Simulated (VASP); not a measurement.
Runs of VASP 6.6.1 on Ta. The structure is that of space group Fd-3m (No. 227), or close to it. The cells are those of the table. 

| cell | k mesh | gap on the mesh (eV) | pressure (GPa) |
| --- | --- | --- | --- |
| a = 4.285 Å, angles 60.0°, 2 atoms | 10 × 10 × 10 | none | 0.3 |
| a = 4.106 Å, angles 60.0°, 2 atoms | 10 × 10 × 10 | none | (a) |
| a = 4.285 Å, angles 60.0°, 2 atoms | 15 × 15 × 15 | none | 0.3 |
| a = 4.450 Å, angles 60.0°, 2 atoms | 10 × 10 × 10 | none | -6.4 |
| a = 4.396 Å, angles 60.0°, 2 atoms | 10 × 10 × 10 | none | -4.5 |

Alike in all rows: task single point; level r2SCAN; potentials or basis VASP PAW PBE potentials, release 64 (Ta_pv); no spin polarisation; cutoff (eV) 520; smearing fermi-dirac 0.1 eV.

Problem. Estimate the missing entries.

Solution. (a) 11.4.

Caveats: the PAW data sets were made with another functional, which shifts forces and pressure a little; spin-orbit coupling is left out, which moves the levels of the heavy elements.

A k mesh can miss the band edges, and the runs leave out spin-orbit coupling on Ta.

A gap of «none» marks levels without a gap at the run's occupations.
